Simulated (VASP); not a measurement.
# HfN2 (Fm-3m) in VASP: a series of runs

The runs below take HfN2 through single point, relaxation of cell and atoms, with PBE.

All numbers are computed with VASP 6.6.1; they aren't measurements. Logs are shortened: lines on timing, memory, paths and dates and some standing lists are left out, and cuts for length are marked.

## (1) The cell of the first run

The structure is cubic, space group Fm-3m (No. 225). Conventional cell: a = 5.089 Å, b = 5.089 Å, c = 5.089 Å, α = 90.00°, β = 90.00°, γ = 90.00°. Within 2.9 Å of Hf (site symmetry m-3m) lie 8 N at 2.20 Å. Within 2.9 Å of N (site symmetry -43m) lie 4 Hf at 2.20 Å and 6 N at 2.54 Å.

## (2) Single point, PBE

Contents of INCAR:

```
PREC     = Accurate       # precision mode
ENCUT    = 520            # plane-wave cutoff, eV
EDIFF    = 1E-6           # SCF threshold, eV
ISMEAR   = 0              # smearing method
SIGMA    = 0.1            # smearing width, eV
LREAL    = False          # projectors in reciprocal space
LASPH    = True           # aspherical terms in the spheres
NELM     = 100            # most SCF steps
ALGO     = Normal         # electronic algorithm
ISIF     = 2              # what is computed and relaxed
LWAVE    = False          # write WAVECAR
LCHARG   = False          # write CHGCAR
GGA      = PE             # functional
NBANDS   = 17             # bands
```

Contents of KPOINTS:

```
Automatic mesh
0
Gamma
  6 6 6
```

Contents of POSCAR:

```
HfN2
1.0
    0.0000000000      2.5447244617      2.5447244617
    2.5447244617      0.0000000000      2.5447244617
    2.5447244617      2.5447244617      0.0000000000
Hf N
1 2
Direct
    0.0000000000      0.0000000000      0.0000000000
    0.2500000000      0.2500000000      0.2500000000
    0.7500000000      0.7500000000      0.7500000000
```

Potentials or basis: VASP PAW PBE potentials, release 64 (Hf_pv, N).

The run is started by

```sh
$ cat potpaw_PBE.64/Hf_pv/POTCAR potpaw_PBE.64/N/POTCAR > POTCAR
$ mpirun -np 1 vasp_std > vasp.out
```

OUTCAR:

```text
PREC = Accurate
   ENCUT = 520
   EDIFF = 1E-6
   ISMEAR = 0
   LREAL = False
   LASPH = True
   NELM = 100
   ISIF = 2
   GGA = PE

 ion  position               nearest neighbor table
   1  0.000  0.000  0.000-   2 2.20   3 2.20   3 2.20   3 2.20   3 2.20   2 2.20   2 2.20   2 2.20

   2  0.250  0.250  0.250-   1 2.20   1 2.20   1 2.20   1 2.20
   3  0.750  0.750  0.750-   1 2.20   1 2.20   1 2.20   1 2.20

  LATTYP: Found a face centered cubic cell.
 ALAT       =     5.0894489234

  Lattice vectors:

 A1 = (   0.0000000000,   2.5447244617,   2.5447244617)
 A2 = (   2.5447244617,   0.0000000000,   2.5447244617)
 A3 = (   2.5447244617,   2.5447244617,   0.0000000000)

Analysis of symmetry for initial positions (statically):
=====================================================================
 Subroutine PRICEL returns:
 Original cell was already a primitive cell.

 Routine SETGRP: Setting up the symmetry group for a
 face centered cubic supercell.

 Subroutine GETGRP returns: Found 48 space group operations
 (whereof 48 operations were pure point group operations)
 out of a pool of 48 trial point group operations.

The static configuration has the point symmetry O_h .

Analysis of symmetry for dynamics (positions and initial velocities):
=====================================================================
 Subroutine PRICEL returns:
 Original cell was already a primitive cell.

 Routine SETGRP: Setting up the symmetry group for a
 face centered cubic supercell.

 Subroutine GETGRP returns: Found 48 space group operations
 (whereof 48 operations were pure point group operations)
 out of a pool of 48 trial point group operations.

The dynamic configuration has the point symmetry O_h .

 Subroutine INISYM returns: Found 48 space group operations
 (whereof 48 operations are pure point group operations),
 and found     1 'primitive' translations

----------------------------------------------------------------------------------------

                                     Primitive cell

  volume of cell :      32.9574

  direct lattice vectors                    reciprocal lattice vectors
     0.000000000  2.544724462  2.544724462    -0.196484927  0.196484927  0.196484927
     2.544724462  0.000000000  2.544724462     0.196484927 -0.196484927  0.196484927
     2.544724462  2.544724462  0.000000000     0.196484927  0.196484927 -0.196484927

  length of vectors
     3.598783846  3.598783846  3.598783846     0.340321876  0.340321876  0.340321876

  position of ions in fractional coordinates (direct lattice)
     0.000000000  0.000000000  0.000000000
     0.250000000  0.250000000  0.250000000
     0.750000000  0.750000000  0.750000000

  ion indices of the primitive-cell ions
   primitive index   ion index
                 1           1
                 2           2
                 3           3

----------------------------------------------------------------------------------------

 KPOINTS: Automatic mesh

Automatic generation of k-mesh.
 Grid dimensions read from file:
 generate k-points for:    6    6    6

 Generating k-lattice:

  Cartesian coordinates                     Fractional coordinates (reciprocal lattice)
    -0.032747488  0.032747488  0.032747488     0.166666667  0.000000000  0.000000000
     0.032747488 -0.032747488  0.032747488     0.000000000  0.166666667  0.000000000
     0.032747488  0.032747488 -0.032747488     0.000000000  0.000000000  0.166666667

  Length of vectors
     0.056720313  0.056720313  0.056720313

  Shift w.r.t. Gamma in fractional coordinates (k-lattice)
     0.000000000  0.000000000  0.000000000

 Subroutine IBZKPT returns following result:
 ===========================================

 Found     16 irreducible k-points:

 Following reciprocal coordinates:
            Coordinates               Weight
  0.000000  0.000000  0.000000      1.000000
  0.166667  0.000000  0.000000      8.000000
  0.333333  0.000000  0.000000      8.000000
  0.500000  0.000000  0.000000      4.000000
  0.166667  0.166667  0.000000      6.000000
  0.333333  0.166667  0.000000     24.000000
[... 8 lines left out ...]
 -0.333333  0.333333  0.166667     24.000000
 -0.333333  0.500000  0.166667     12.000000
   k-points           NKPTS =     16   k-points in BZ     NKDIM =     16   number of bands    NBANDS=     17
   number of dos      NEDOS =    301   number of ions     NIONS =      3
   total plane-waves  NPLWV =  21952
   dimension x,y,z NGX =    28 NGY =   28 NGZ =   28
   dimension x,y,z NGXF=    56 NGYF=   56 NGZF=   56
   ions per type =               1   2
   NGX,Y,Z   is equivalent  to a cutoff of  12.93, 12.93, 12.93 a.u.
   NGXF,Y,Z  is equivalent  to a cutoff of  25.87, 25.87, 25.87 a.u.
 SYSTEM =  unknown system
   PREC   = accura    normal or accurate (medium, high low for compatibility)
   ISTART =      0    job   : 0-new  1-cont  2-samecut
   ICHARG =      2    charge: 1-file 2-atom 10-const
   ISPIN  =      1    spin polarized calculation?
   LNONCOLLINEAR =      F non collinear calculations
   LSORBIT =      F    spin-orbit coupling
   LASPH  =      T    aspherical Exc in radial PAW
   ENCUT  =  520.0 eV  38.22 Ry    6.18 a.u.   6.69  6.69  6.69*2*pi/ulx,y,z
   NELM   =    100;   NELMIN=  2; NELMDL= -5     # of ELM steps
   EDIFF  = 0.1E-05   stopping-criterion for ELM
   LREAL  =      F    real-space projection
   EDIFFG = 0.1E-04   stopping-criterion for IOM
   NSW    =      0    number of steps for IOM
   IBRION =     -1    ionic relax: 0-MD 1-quasi-New 2-CG
   NFREE  =      0    steps in history (QN), initial steepest desc. (CG)
   ISIF   =      2    stress and relaxation
   ISYM   =      2    0-nonsym 1-usesym 2-fastsym
   POTIM  = 0.5000    time-step for ionic-motion
   TEBEG  =    0.0;   TEEND  =   0.0 temperature during run
   PSTRESS=    0.0 pullay stress
   NELECT =      20.0000    total number of electrons
   NUPDOWN=      -1.0000    fix difference up-down
   EMIN   =  10.00;   EMAX   =-10.00  energy-range for DOS
   EFERMI =   0.00;   METHOD = LEGACY
   ISMEAR =     0;   SIGMA  =   0.10  broadening in eV -4-tet -1-fermi 0-gaus
   EFERMI_NEDOS =   21; number of points for ismear=-14 and -15
   IALGO  =     38    algorithm
   IMIX   =      4    mixing-type and parameters
     AMIX     =   0.40;   BMIX     =  1.00
     AMIX_MAG =   1.60;   BMIX_MAG =  1.00
  volume/ion in A,a.u.               =      10.99        74.14
  Fermi-wavevector in a.u.,A,eV,Ry     =   1.386013  2.619185 26.137239  1.921033
  Thomas-Fermi vector in A             =   2.510369
   LORBIT       =      0    0 simple, 1 ext, 2 COOP (PROOUT), +10 PAW based schemes
   GGA     = PE    functional components
   LHFCALC =     F    Hartree Fock is set to
   AEXX    =    0.0000 exact exchange contribution
   IVDW    =     0    specifies the selected vdW correction
   LEPSILON=     F    determine dielectric tensor
   LRPA    =     F    only Hartree local field effects (RPA)
 non-spin polarized calculation
 Gauss-broadening in eV      SIGMA  =   0.10
  energy-cutoff  :      520.00
  volume of cell :       32.96
 maximum number of plane-waves:       911
   NGX = 13   NGY = 13   NGZ = 13

 number of electron      20.0000000 magnetization

 Free energy of the ion-electron system (eV)
  ---------------------------------------------------
  ext. energy  EPLUGINS =         0.00000000
  ---------------------------------------------------
  free energy    TOTEN  =       -27.52338031 eV

  energy without entropy =      -27.51156303  energy(sigma->0) =      -27.51747167

 E-fermi :   4.7980     XC(G=0): -11.9796

 val. band max:        4.7875031016   @ k =   0.1667   0.0000   0.0000
 cond. band min:       4.8666550871   @ k =   0.3333   0.1667   0.0000
 fundamental gap:      0.0791519855
 Fermi energy:         4.7979896142

 k-point     1 :       0.0000    0.0000    0.0000
  band No.  band energies     occupation
      1     -24.5364      2.00000
      2     -24.5364      2.00000
      3     -24.5364      2.00000
      4     -10.9627      2.00000
      5      -6.0872      2.00000
      6      -0.2484      2.00000
[... 9 lines left out ...]
     16      16.3892      0.00000
     17      16.3892      0.00000

 k-point     2 :       0.1667    0.0000    0.0000
  band No.  band energies     occupation
      1     -24.6434      2.00000
      2     -24.5499      2.00000
      3     -24.5499      2.00000
      4     -10.5147      2.00000
      5      -6.6791      2.00000
      6       0.0377      2.00000
[... 9 lines left out ...]
     16      15.6484      0.00000
     17      15.6484      0.00000

 k-point     3 :       0.3333    0.0000    0.0000
  band No.  band energies     occupation
      1     -24.8473      2.00000
      2     -24.5766      2.00000
      3     -24.5766      2.00000
      4      -9.5889      2.00000
      5      -7.4512      2.00000
      6       0.6117      2.00000
[... 9 lines left out ...]
     16      15.1445      0.00000
     17      15.6755      0.00000

 k-point     4 :       0.5000    0.0000    0.0000
  band No.  band energies     occupation
      1     -24.9448      2.00000
      2     -24.5898      2.00000
      3     -24.5898      2.00000
      4      -9.1761      2.00000
      5      -7.6199      2.00000
      6       0.8676      2.00000
[... 9 lines left out ...]
     16      15.2214      0.00000
     17      15.2214      0.00000
[... 183 lines left out ...]
      1     -24.8516      2.00000
      2     -24.6989      2.00000
      3     -24.6207      2.00000
      4      -8.7304      2.00000
      5      -7.9171      2.00000
      6       0.1301      2.00000
[... 9 lines left out ...]
     16      14.3811      0.00000
     17      16.6243      0.00000

 k-point    15 :      -0.3333    0.3333    0.1667
  band No.  band energies     occupation
      1     -24.8565      2.00000
      2     -24.7586      2.00000
      3     -24.6402      2.00000
      4      -8.3832      2.00000
      5      -7.9736      2.00000
      6       0.0468      2.00000
[... 9 lines left out ...]
     16      14.0812      0.00000
     17      16.8586      0.00000

 k-point    16 :      -0.3333    0.5000    0.1667
  band No.  band energies     occupation
      1     -24.8838      2.00000
      2     -24.7414      2.00000
      3     -24.6703      2.00000
      4      -8.1886      2.00000
      5      -7.9860      2.00000
      6      -0.9458      2.00000
[... 9 lines left out ...]
     16      13.7271      0.00000
     17      17.8342      0.00000

------------------------ aborting loop because EDIFF is reached ----------------------------------------

  FORCE on cell =-STRESS in cart. coord.  units (eV):
  Direction    XX          YY          ZZ          XY          YZ          ZX
  --------------------------------------------------------------------------------------
  -------------------------------------------------------------------------------------
  Total        2.5302259      2.5302259      2.5302259     -0.0000000      0.0000000      0.0000000
  in kB      123.0035336    123.0035336    123.0035336     -0.0000000      0.0000000      0.0000000
  external PRESSURE =     123.0035336 kB  Pullay stress =       0.0000000 kB

 VOLUME and BASIS-vectors are now :
 -----------------------------------------------------------------------------
  energy-cutoff  :      520.00
  volume of cell :       32.96
      direct lattice vectors                 reciprocal lattice vectors
     0.000000000  2.544724462  2.544724462    -0.196484927  0.196484927  0.196484927
     2.544724462  0.000000000  2.544724462     0.196484927 -0.196484927  0.196484927
     2.544724462  2.544724462  0.000000000     0.196484927  0.196484927 -0.196484927

 POSITION                                       TOTAL-FORCE (eV/Angst)
 -----------------------------------------------------------------------------------
      0.00000      0.00000      0.00000         0.000000     -0.000000      0.000000
      1.27236      1.27236      1.27236        -0.000000      0.000000     -0.000000
      3.81709      3.81709      3.81709         0.000000     -0.000000      0.000000
 -----------------------------------------------------------------------------------
    total drift:                                0.000000     -0.000000      0.000000

  FREE ENERGIE OF THE ION-ELECTRON SYSTEM (eV)
  ---------------------------------------------------
  free  energy   TOTEN  =       -27.5233803138 eV

  energy  without entropy=      -27.5115630277  energy(sigma->0) =      -27.51747167
```

Run time: 16 s. Hardware: 1 thread of Intel Xeon 8259CL, shared host; peak memory 0.16 GiB.

Results:

| Quantity | Value |
| --- | --- |
| Free energy | -27.5234 eV |
| Pressure | 12.3 GPa |
| Band gap on the k mesh | zero (bands 10 and 11 overlap by 1.64 eV) |

Levels at points of the mesh, in eV from the Fermi level:
```
           k point  band 6  band 7  band 8  band 9  band 10  band 11  band 12  band 13  band 14  band 15
(0.00, 0.00, 0.00)   -5.05   -5.05   -5.05    0.71     0.71     0.71     3.65     3.65     8.12    11.59
(0.50, 0.00, 0.00)   -3.93   -3.93   -2.03   -1.78    -0.89    -0.89     4.53     4.53     7.96     9.61
(0.50, 0.50, 0.00)   -6.42   -2.89   -2.89   -0.56    -0.56     1.57     3.79     5.46     8.01     8.73
```

Caveat: the cell stands under pressure; spin-orbit coupling is left out, which moves the levels of the heavy elements.

## (3) Single point, PBE

This run uses another cell than the first one, of 11.65 Å³/atom.

Contents of INCAR:

```
PREC = Accurate ; ENCUT = 520
EDIFF = 1E-6 ; ISMEAR = 0
SIGMA = 0.1 ; LREAL = F
LASPH = T ; NELM = 100
ALGO = Normal ; ISIF = 2
LWAVE = F ; LCHARG = F
GGA = PE ; NBANDS = 17
```

KPOINTS is that of step 2.

Contents of POSCAR:

```
HfN2
1.0
    0.0000000000      2.5952999229      2.5952999229
    2.5952999229      0.0000000000      2.5952999229
    2.5952999229      2.5952999229      0.0000000000
Hf N
1 2
Direct
    0.0000000000      0.0000000000      0.0000000000
    0.2500000000      0.2500000000      0.2500000000
    0.7500000000      0.7500000000      0.7500000000
```

Potentials or basis: VASP PAW PBE potentials, release 64 (Hf_pv, N).

The run is started by

```sh
$ cat potpaw_PBE.64/Hf_pv/POTCAR potpaw_PBE.64/N/POTCAR > POTCAR
$ mpirun -np 1 vasp_std > vasp.out
```

Run time: 17 s. Hardware: 1 thread of Intel Xeon 8259CL, shared host; peak memory 0.16 GiB.

Results (log left out):

```
Free energy            : -27.5876 eV
Pressure               : -1.6 GPa
Band gap on the k mesh : zero (bands 10 and 11 overlap by 1.57 eV)
```

Levels at points of the mesh, in eV from the Fermi level:
| k point | band 8 | band 9 | band 10 | band 11 | band 12 | band 13 |
| --- | --- | --- | --- | --- | --- | --- |
| (0.00, 0.00, 0.00) | -4.70 | 0.69 | 0.69 | 0.69 | 3.55 | 3.55 |
| (0.50, 0.00, 0.00) | -2.01 | -1.69 | -0.86 | -0.86 | 4.34 | 4.34 |
| (0.50, 0.50, 0.00) | -2.79 | -0.50 | -0.50 | 1.51 | 3.64 | 5.19 |

Caveat: spin-orbit coupling is left out, which moves the levels of the heavy elements.

(Part 1 of 2 ends here.)
